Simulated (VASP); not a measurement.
# Al16C (a cell with a defect) in VASP: a series of runs, part 2 of 2

VASP 6.6.1. The steps go on from the part before.

### Step 3. Single point, PBE

INCAR reads:

```
SYSTEM = Al16C
PREC = Accurate
ENCUT = 520
EDIFF = 1E-7
ISMEAR = 1
SIGMA = 0.1
LREAL = Auto
LASPH = .TRUE.
NELM = 100
ALGO = Normal
ISIF = 2
LWAVE = .FALSE.
LCHARG = .FALSE.
GGA = PE
NBANDS = 40
```

KPOINTS reads:

```
Automatic mesh
0
G
  3 3 3
  0 0 0
```

POSCAR reads:

```
Al16C
1.0
   -4.0389296000      4.0389296000      4.0389296000
    4.0389296000     -4.0389296000      4.0389296000
    4.0389296000      4.0389296000     -4.0389296000
Al C
16 1
Direct
    0.0000592557      0.0062600992      0.0062562120
    0.0000986127      0.2500588570      0.7500266431
    0.0000486997      0.4934091164      0.4934145018
    0.0000878575      0.7500763631      0.2501190700
    0.2564486319      0.0064629164      0.7500571229
    0.2500774143      0.2499877475      0.4999892342
    0.2500402290      0.4999596006      0.2499877237
    0.2565178160      0.7500611151      0.0065620534
    0.5001045597      0.0000547657      0.5000386413
    0.5000655921      0.2500528147      0.2499986765
    0.5000954938      0.5000472348      0.0000267998
    0.5000108401      0.7500719127      0.7500289761
    0.7500474124     -0.0000430955      0.2499851878
    0.7500715274      0.2499829644     -0.0000127486
    0.7436200568      0.4936356402      0.7500771118
    0.7436561489      0.7500371408      0.4936923946
    1.0000983709      0.7497005637      0.7498189625
```

Potentials or basis: VASP PAW PBE potentials, release 64 (Al, C).

Run with:

```sh
> cat potpaw_PBE.64/Al/POTCAR potpaw_PBE.64/C/POTCAR > POTCAR
> mpirun -np 1 vasp_std > vasp.out
```

OUTCAR:

```text
SYSTEM = Al16C
   PREC = Accurate
   ENCUT = 520
   EDIFF = 1E-7
   ISMEAR = 1
   LREAL = Auto
   LASPH = .TRUE.
   NELM = 100
   ISIF = 2
   GGA = PE

 ion  position               nearest neighbor table
   1  0.000  0.006  0.006-  17 2.07   7 2.82  14 2.82   6 2.82  13 2.82  10 2.86   2 2.86   4 2.86
                            12 2.86  16 2.93   5 2.93  15 2.93   8 2.93
   2  0.000  0.250  0.750-   7 2.86  14 2.86   9 2.86  11 2.86   6 2.86   5 2.86  13 2.86   3 2.86
                             8 2.86  16 2.86   1 2.86  15 2.86
   3  0.000  0.493  0.493-  17 2.07   7 2.82  14 2.82   6 2.82  13 2.82   2 2.86  12 2.86   4 2.86
[... 821 lines left out ...]
  in kB       17.0789570     17.0540199     17.0623648     -0.0049833      0.0135215     -0.0005332
  external PRESSURE =      17.0651139 kB  Pullay stress =       0.0000000 kB

 VOLUME and BASIS-vectors are now :
 -----------------------------------------------------------------------------
  energy-cutoff  :      520.00
  volume of cell :      263.55
      direct lattice vectors                 reciprocal lattice vectors
    -4.038929600  4.038929600  4.038929600     0.000000000  0.123795176  0.123795176
     4.038929600 -4.038929600  4.038929600     0.123795176  0.000000000  0.123795176
     4.038929600  4.038929600 -4.038929600     0.123795176  0.123795176  0.000000000

 POSITION                                       TOTAL-FORCE (eV/Angst)
 -----------------------------------------------------------------------------------
      0.05031      0.00022      0.00026         0.007200     -0.000236     -0.000314
      4.03888      2.01973     -2.01894        -0.001143      0.002937     -0.001328
      3.98551      0.00022      0.00017         0.000211     -0.000385     -0.000655
      4.03936     -2.01894      2.01965        -0.000914     -0.000895      0.002311
      2.01975      4.03910     -1.96755        -0.000809     -0.000063      0.004144
      2.01906      2.01978      0.00031        -0.000939      0.000633      0.000475
[... 9 lines left out ...]
      2.01976      1.96822      4.03893        -0.000486     -0.004137     -0.000203
      6.05606      0.00088     -0.00008         0.002708     -0.000419     -0.000849
 -----------------------------------------------------------------------------------
    total drift:                               -0.008820      0.009732      0.009048

  FREE ENERGIE OF THE ION-ELECTRON SYSTEM (eV)
  ---------------------------------------------------
  free  energy   TOTEN  =       -68.0725987190 eV

  energy  without entropy=      -68.0654570116  energy(sigma->0) =      -68.07021815
```

OSZICAR:

```text
N       E                     dE             d eps       ncg     rms          rms(c)
DAV:   1     0.772222560027E+02    0.77222E+02   -0.18772E+04  1120   0.105E+03
DAV:   2    -0.611279964439E+02   -0.13835E+03   -0.13055E+03  1360   0.146E+02
DAV:   3    -0.710581586666E+02   -0.99302E+01   -0.96810E+01  1456   0.334E+01
DAV:   4    -0.712502216356E+02   -0.19206E+00   -0.19157E+00  1336   0.519E+00
DAV:   5    -0.712523012191E+02   -0.20796E-02   -0.20794E-02  1304   0.624E-01    0.978E+00
DAV:   6    -0.677823358157E+02    0.34700E+01   -0.95587E+00  1624   0.151E+01    0.404E+00
DAV:   7    -0.682048905840E+02   -0.42255E+00   -0.63908E+00  1136   0.790E+00    0.297E+00
DAV:   8    -0.681069108300E+02    0.97980E-01   -0.46023E-01  1456   0.249E+00    0.162E+00
DAV:   9    -0.680740247232E+02    0.32886E-01   -0.10040E-01  1240   0.142E+00    0.475E-01
DAV:  10    -0.680730362843E+02    0.98844E-03   -0.96696E-03  1320   0.360E-01    0.318E-01
DAV:  11    -0.680726673582E+02    0.36893E-03   -0.25418E-03  1376   0.172E-01    0.109E-01
DAV:  12    -0.680726210453E+02    0.46313E-04   -0.35305E-04  1296   0.865E-02    0.516E-02
DAV:  13    -0.680725967824E+02    0.24263E-04   -0.26827E-04  1264   0.472E-02    0.191E-02
DAV:  14    -0.680725990645E+02   -0.22821E-05   -0.19729E-05  1312   0.200E-02    0.115E-02
DAV:  15    -0.680725988289E+02    0.23559E-06   -0.29715E-06  1624   0.105E-02    0.427E-03
DAV:  16    -0.680725988122E+02    0.16699E-07   -0.14213E-06  1288   0.527E-03    0.325E-03
DAV:  17    -0.680725987190E+02    0.93265E-07   -0.15326E-07   976   0.138E-03
   1 F= -.68072599E+02 E0= -.68070218E+02  d E =-.714171E-02
```

stdout:

```text
POSCAR found type information on POSCAR AlC
 POSCAR found :  2 types and      17 ions
 scaLAPACK will be used
 LDA part: xc-table for (Slater+PW92), standard interpolation
 POSCAR, INCAR and KPOINTS ok, starting setup
 FFT: planning ... GRIDC
 FFT: planning ... GRID_SOFT
 FFT: planning ... GRID
 WAVECAR not read
 entering main loop
```

Wall time 3.8 min (1 thread of Intel Xeon 6975P-C (Granite Rapids), shared host); peak memory 0.4 GiB.

Results:

```yaml
Free_energy: -68.0726 eV
Pressure: 1.7 GPa
Largest_force: 0.007 eV/Å
Band_gap_on_the_k_mesh: zero (bands 26 and 27 overlap by 1.66 eV)
```

Forces in eV/Å, atoms in the order of the input:
```
Al   0.007  0.000  0.000
Al  -0.001  0.003 -0.001
Al   0.000  0.000 -0.001
Al  -0.001 -0.001  0.002
Al  -0.001  0.000  0.004
Al  -0.001  0.001  0.000
Al  -0.001  0.000  0.001
Al  -0.001  0.003  0.000
Al   0.000 -0.001 -0.002
Al   0.000 -0.001  0.000
Al   0.000 -0.001 -0.002
Al  -0.001  0.002  0.003
Al  -0.001  0.000  0.001
Al  -0.001  0.001  0.000
Al   0.000  0.000 -0.005
Al   0.000 -0.004  0.000
C    0.003  0.000 -0.001
```

Levels at points of the mesh, in eV from the Fermi level:
| k point | band 24 | band 25 | band 26 | band 27 | band 28 | band 29 |
| --- | --- | --- | --- | --- | --- | --- |
| (0.00, 0.00, 0.00) | 0.90 | 0.90 | 0.90 | 0.95 | 0.95 | 0.95 |

Caveat: the k points lie up to 0.37 Å⁻¹ apart, too coarse for converged energies and pressures of a metal.

### Step 4. Single point, PBE

INCAR reads:

```
  PREC = Accurate
  ENCUT = 520
  EDIFF = 1E-6
  ISMEAR = 1
  SIGMA = 0.1
  LREAL = Auto
  LASPH = True
  NELM = 100
  ALGO = Normal
  ISIF = 2
  LWAVE = False
  LCHARG = True
  GGA = PE
  LELF = True
  LVHAR = True
  NBANDS = 40
```

KPOINTS reads:

```
regular mesh
0
Gamma
  3 3 3
```

POSCAR reads:

```
Al16C
1.0
   -4.0389296000      4.0389296000      4.0389296000
    4.0389296000     -4.0389296000      4.0389296000
    4.0389296000      4.0389296000     -4.0389296000
Al C
16 1
Direct
    0.0001540012     -0.0000303298     -0.0000273587
    0.0002181271      0.2499893784      0.7500124538
    0.0002350870      0.5000561287      0.5000604616
    0.0002198602      0.7499813812      0.2500142612
    0.2502115907     -0.0000014855      0.7500313945
    0.2437608717      0.2435197187      0.5000156477
    0.2437841452      0.4999682342      0.2435975859
    0.2501853461      0.7499794005      0.0000264922
    0.5002311751     -0.0000439473      0.5000478345
    0.5002138438      0.2435069678      0.2435464584
    0.5002345176      0.5000511769      0.0000536033
    0.5002079016      0.7563406156      0.7563796111
    0.7502165920     -0.0000025997      0.2500242886
    0.7502034698      0.2499847980      0.0000339199
    0.7566180406      0.4999530074      0.7564372996
    0.7565884535      0.7563614132      0.5000042586
    0.5001623450      0.4998332974      0.4999413706
```

Run with:

```sh
> cat potpaw_PBE.64/Al/POTCAR potpaw_PBE.64/C/POTCAR > POTCAR
> mpirun -np 1 vasp_std > vasp.out
```

Run time: 3.3 min. Hardware: 1 thread of Intel Xeon 6975P-C (Granite Rapids), shared host; peak memory 0.39 GiB.

The run converged. Its results:

```
Free energy            : -68.0721 eV
Pressure               : 1.7 GPa
Band gap on the k mesh : zero (bands 26 and 27 overlap by 1.66 eV)
```

Forces on the atoms (eV/Å):
```
Al   0.001 -0.001 -0.001
Al   0.000  0.001  0.001
Al   0.000 -0.001 -0.001
Al   0.001  0.001  0.001
Al  -0.001  0.000  0.001
Al   0.001 -0.001  0.000
Al   0.001  0.000 -0.001
Al  -0.001  0.001  0.000
Al   0.001 -0.002 -0.001
Al  -0.001 -0.001 -0.001
Al   0.000 -0.002 -0.002
Al   0.001 -0.001 -0.001
Al  -0.001  0.000  0.001
Al  -0.001  0.001  0.000
Al   0.001  0.002  0.000
Al   0.000  0.000  0.001
C   -0.002  0.001  0.001
```

Levels at points of the mesh, in eV from the Fermi level:
```csv
k point,band 24,band 25,band 26,band 27,band 28,band 29
"(0.00, 0.00, 0.00)",0.90,0.90,0.90,0.95,0.95,0.95
```

Caveat: the k points lie up to 0.37 Å⁻¹ apart, too coarse for converged energies and pressures of a metal.

### Step 5. Single point, PBE

INCAR reads:

```
ALGO = Normal ; EDIFF = 1E-7
ENCUT = 520 ; GGA = PE
ISIF = 2 ; ISMEAR = 1
LASPH = True ; LCHARG = True
LELF = True ; LREAL = Auto
LVHAR = True ; LWAVE = False
NBANDS = 40 ; NELM = 100
PREC = Accurate ; SIGMA = 0.1
```

KPOINTS reads:

```
k-points
0
Gamma
  3 3 3
```

POSCAR reads:

```
Al16C
1.0
   -4.0389296000      4.0389296000      4.0389296000
    4.0389296000     -4.0389296000      4.0389296000
    4.0389296000      4.0389296000     -4.0389296000
Al C
16 1
Direct
   -0.0014101508      0.0054254474      0.0054609766
   -0.0013706602      0.2492243242      0.7492315538
   -0.0014206734      0.4925745673      0.4926193811
   -0.0013814304      0.7492418288      0.2493238555
    0.2549793143      0.0056283477      0.7492618836
    0.2486080718      0.2491531420      0.4991940191
    0.2485709332      0.4991250652      0.2491926326
    0.2550485158      0.7492266020      0.0057669983
    0.4986353315     -0.0007797858      0.4992435372
    0.4985963360      0.2492182582      0.2492035266
    0.4986261707      0.4992127122     -0.0007682729
    0.4985414948      0.7492373722      0.7492339059
    0.7485780391     -0.0008777078      0.2491900329
    0.7486023029      0.2491484377     -0.0008078873
    0.7421507174      0.4928011125      0.7492820623
    0.7421868655      0.7492027095      0.4928973013
    0.9986290675      0.7488659867      0.7490238255
```

Run with:

```sh
> cat potpaw_PBE.64/Al/POTCAR potpaw_PBE.64/C/POTCAR > POTCAR
> mpirun -np 1 vasp_std > vasp.out
```

Run time: 3.9 min. Hardware: 1 thread of Intel Xeon 6975P-C (Granite Rapids), shared host; peak memory 0.4 GiB.

The run converged. Its results:

* Free energy: -68.0727 eV
* Pressure: 1.7 GPa
* Largest force: 0.009 eV/Å
* Band gap on the k mesh: zero (bands 26 and 27 overlap by 1.66 eV)

Forces on the atoms (eV/Å):
```
Al   0.005  0.001  0.000
Al  -0.002  0.002 -0.003
Al  -0.001  0.001  0.000
Al  -0.002 -0.001  0.002
Al  -0.001  0.002  0.005
Al   0.000  0.001  0.001
Al   0.001  0.001  0.002
Al  -0.001  0.003  0.002
Al  -0.001 -0.002 -0.002
Al   0.000  0.000 -0.001
Al  -0.001 -0.002 -0.002
Al  -0.003  0.003  0.003
Al   0.001  0.001  0.002
Al   0.000  0.001  0.001
Al  -0.002  0.000 -0.006
Al  -0.001 -0.007  0.001
C    0.006 -0.004 -0.005
```

Levels at points of the mesh, in eV from the Fermi level:
```csv
k point,band 22,band 23,band 24,band 25,band 26,band 27,band 28,band 29,band 30,band 31
"(0.00, 0.00, 0.00)",-1.48,0.42,0.90,0.90,0.90,0.95,0.95,0.95,1.03,1.03
```

Caveat: the k points lie up to 0.37 Å⁻¹ apart, too coarse for converged energies and pressures of a metal.
